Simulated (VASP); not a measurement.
# Pb: single point with PBE

System: Pb, a slab with vacuum.

```
Pb
1.0
     3.49282    0.00000    0.00000
    -1.74641    3.02487    0.00000
     0.00000    0.00000   26.55564
Pb
4
Direct
  0.66667 0.33333 0.33891
  0.33333 0.66667 0.44630
  0.00000 0.00000 0.56100
  0.66667 0.33333 0.66546
```

* Program: VASP 6.6.1
* Task: single point
* Functional: PBE
* Potentials or basis: VASP PAW PBE potentials, release 64 (Pb_d)
* Cutoff: 520 eV
* k mesh: 9 × 9 × 1
* Occupations: gaussian, width 0.1 eV
* Spin: no spin polarisation

| Quantity | Value |
| --- | --- |
| Largest force | 0.115 eV/Å |
| Band gap on the k mesh | zero (bands 28 and 29 overlap by 4.43 eV) |

Forces on the atoms (eV/Å):
```
Pb   0.000  0.000  0.107
Pb   0.000  0.000 -0.115
Pb   0.000  0.000 -0.005
Pb   0.000  0.000  0.013
```

Levels at points of the mesh, in eV from the Fermi level:
```
           k point  band 25  band 26  band 27  band 28  band 29  band 30  band 31  band 32
(0.00, 0.00, 0.00)    -3.38    -1.60     0.97     2.90     3.57     4.42     4.49     5.96
```

It took 2.8 min on 1 thread of Intel(R) Xeon(R) Platinum 8559C (Emerald Rapids), on a shared host, peak memory 0.43 GiB.

Caveat: spin-orbit coupling is left out, which moves the levels of the heavy elements.
